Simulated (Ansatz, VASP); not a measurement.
## As in VASP and in Ansatz

Contents of INCAR:

```
SYSTEM = As
ALGO     = Normal         ! electronic algorithm
EDIFF    = 1E-6           ! SCF threshold, eV
ENCUT    = 520            ! plane-wave cutoff, eV
GGA      = PE             ! functional
ISIF     = 2              ! what is computed and relaxed
ISMEAR   = -1             ! smearing method
LASPH    = .True.         ! aspherical terms in the spheres
LCHARG   = .False.        ! write CHGCAR
LREAL    = .False.        ! projectors in reciprocal space
LWAVE    = .False.        ! write WAVECAR
NBANDS   = 12             ! bands
NELM     = 60             ! most SCF steps
PREC     = Accurate       ! precision mode
SIGMA    = 0.6            ! smearing width, eV
```

KPOINTS

```
k-points
0
Gamma
  10 10 10
  0 0 0
```

Contents of POSCAR:

```
As
1.0
    1.9036109523      1.0990502958      3.6081612956
   -1.9036109523      1.0990502958      3.6081612956
    0.0000000000     -2.1981005915      3.6081612956
As
2
Direct
    0.7737100447      0.7737100447      0.7737100447
    0.2262899553      0.2262899553      0.2262899553
```

Input for Ansatz:

```yaml
crystal:
  lattice:
    - [1.9036109523, 1.0990502958, 3.6081612956]
    - [-1.9036109523, 1.0990502958, 3.6081612956]
    - [0.0, -2.1981005915, 3.6081612956]
  atoms:
    - { symbol: As, position: [0.7737100447, 0.7737100447, 0.7737100447] }
    - { symbol: As, position: [0.2262899553, 0.2262899553, 0.2262899553] }
hamiltonian:
  xc: pbe
  pseudopotentials:
    kind: paw
    azcp:
      As: "pseudopotentials/As.paw.azcp"
basis:
  ecutwfc: 420
  fft_grid_basis: typed
kpoints:
  mp_grid: { grid: [10, 10, 10], shift: [0, 0, 0] }
magnetization:
  spin_polarized: false
scf:
  occupations: { method: fermi_dirac, width: 0.6 }
  lower_state_search: "off"
output:
  stress: true
```

Alike in both runs: task single point; functional PBE; k mesh 10 × 10 × 10; occupations fermi-dirac, width 0.6 eV; no spin polarisation.

|  | VASP | Ansatz |
| --- | --- | --- |
| version | VASP 6.6.1 | Ansatz 0.2.0 |
| potentials or method | VASP PAW PBE potentials, release 64 (As), cutoff 520 eV | plane waves (420 eV) with PAW, scalar-relativistic |
| valence electrons in the cell | 10 | 30 |

```tsv
	VASP	Ansatz	Ansatz less VASP
pressure (GPa)	1.3	1.1	-0.23
traceless stress, the component that is largest in VASP (GPa)	-0.11	-0.05	+0.061
```

VASP's potentials hold 10 valence electrons a cell and Ansatz's 30, so a difference there can come from the potentials and not from the codes.
